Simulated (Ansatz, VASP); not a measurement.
## Be: VASP beside Ansatz

```xyz
2
Lattice="0.0000 2.5357 2.5357 2.5357 0.0000 2.5357 2.5357 2.5357 0.0000" Properties=species:S:1:pos:R:3 pbc="T T T"
Be    0.6339    0.6339    0.6339
Be    4.4374    4.4374    4.4374
```

Alike in both runs: task single point; functional RPBE; k mesh 12 × 12 × 12; occupations fermi-dirac, width 0.1 eV; no spin polarisation.

|  | VASP | Ansatz |
| --- | --- | --- |
| version | VASP 6.6.1 | Ansatz 0.2.0 |
| potentials or method | VASP PAW PBE potentials, release 64 (Be), cutoff 520 eV | plane waves (420 eV) with PAW, scalar-relativistic |
| valence electrons in the cell | 4 | 4 |

|  | VASP | Ansatz | Ansatz less VASP |
| --- | --- | --- | --- |
| pressure (GPa) | -2.8 | -2.8 | +0.01 |

VASP's potentials were made for PBE, not for RPBE.
